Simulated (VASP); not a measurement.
Here is a VASP 6.6.1 calculation.

Contents of INCAR:

```
SYSTEM = KCl
ALGO     = Normal         ! electronic algorithm
EDIFF    = 1E-6           ! SCF threshold, eV
ENCUT    = 520            ! plane-wave cutoff, eV
GGA      = PE             ! functional
ISIF     = 2              ! what is computed and relaxed
ISMEAR   = -1             ! smearing method
LASPH    = .TRUE.         ! aspherical terms in the spheres
LCHARG   = .TRUE.         ! write CHGCAR
LELF     = .TRUE.         ! ELF
LREAL    = .FALSE.        ! projectors in reciprocal space
LVHAR    = .TRUE.       
LWAVE    = .FALSE.        ! write WAVECAR
NBANDS   = 15             ! bands
NELM     = 80             ! most SCF steps
PREC     = Accurate       ! precision mode
SIGMA    = 0.02           ! smearing width, eV
```

Contents of KPOINTS:

```
k-points
0
G
  8 8 8
  0 0 0
```

POSCAR

```
KCl
1.0
    3.7708085932      0.0000000000      0.0000000000
    0.0000000000      3.7708085932      0.0000000000
    0.0000000000      0.0000000000      3.7708085932
K Cl
1 1
Direct
    0.0000000000      0.0000000000      0.0000000000
    0.5000000000      0.5000000000      0.5000000000
```

Potentials or basis: VASP PAW PBE potentials, release 64 (K_sv, Cl).

Command:

```console
$ cat potpaw_PBE.64/K_sv/POTCAR potpaw_PBE.64/Cl/POTCAR > POTCAR
$ mpirun -np 1 vasp_std > vasp.out
```

(1) Estimate the band gap on the k mesh.

(2) Predict the pressure.

Results:

(1) 5.03 eV, indirect (least direct gap 5.24 eV).

(2) 1.1 GPa.
